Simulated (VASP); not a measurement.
Here is a VASP 6.6.1 calculation.

File POSCAR:

```
GeSb2Te4
1.0
   -3.0595750000      3.0595750000      6.0514150000
    3.0595750000     -3.0595750000      6.0514150000
    3.0595750000      3.0595750000     -6.0514150000
Ge Sb Te
1 2 4
Direct
    0.0000000000      0.0000000000      0.0000000000
    0.5000000000      0.5000000000      0.0000000000
    0.2500000000      0.7500000000      0.5000000000
    0.5016200000      0.0016200000      0.5000000000
    0.2481620000      0.2481620000      0.0000000000
    0.9983800000      0.4983800000      0.5000000000
    0.7518380000      0.7518380000      0.0000000000
```

Contents of INCAR.step1:

```
SYSTEM = GeSb2Te4
ALGO     = Normal         ! electronic algorithm
EDIFF    = 1E-4           ! SCF threshold, eV
ENCUT    = 520            ! plane-wave cutoff, eV
GGA      = PE             ! functional
ISMEAR   = 0              ! smearing method
LASPH    = .TRUE.         ! aspherical terms in the spheres
LCHARG   = .FALSE.        ! write CHGCAR
LREAL    = .FALSE.        ! projectors in reciprocal space
LWAVE    = .TRUE.         ! write WAVECAR
NBANDS   = 33             ! bands
NELM     = 100            ! most SCF steps
PREC     = Accurate       ! precision mode
SIGMA    = 0.1            ! smearing width, eV
```

File INCAR.step2:

```
SYSTEM = GeSb2Te4
ALGO     = Normal         ! electronic algorithm
EDIFF    = 1E-7           ! SCF threshold, eV
ENCUT    = 520            ! plane-wave cutoff, eV
ISIF     = 2              ! what is computed and relaxed
ISMEAR   = 0              ! smearing method
ISTART   = 1            
LASPH    = .TRUE.         ! aspherical terms in the spheres
LCHARG   = .FALSE.        ! write CHGCAR
LMIXTAU  = .TRUE.       
LREAL    = .FALSE.        ! projectors in reciprocal space
LWAVE    = .FALSE.        ! write WAVECAR
METAGGA  = R2SCAN         ! meta-GGA
NBANDS   = 33             ! bands
NELM     = 100            ! most SCF steps
PREC     = Accurate       ! precision mode
SIGMA    = 0.1            ! smearing width, eV
```

KPOINTS

```
k-points
0
G
  4 4 4
  0 0 0
```

Potentials or basis: VASP PAW PBE potentials, release 64 (Ge_d, Sb, Te).

Command:

```console
$ cat potpaw_PBE.64/Ge_d/POTCAR potpaw_PBE.64/Sb/POTCAR potpaw_PBE.64/Te/POTCAR > POTCAR
$ cp INCAR.step1 INCAR
$ mpirun -np 1 vasp_std > vasp.out
$ cp INCAR.step2 INCAR
$ mpirun -np 1 vasp_std > vasp.out
```

(1) Estimate the pressure.

(2) What does it give for the largest force?

Answers

(1) -0.9 GPa.

(2) 0.073 eV/Å.

Caveat: the k points lie up to 0.36 Å⁻¹ apart; the PAW data sets were made with another functional, which shifts forces and pressure a little.
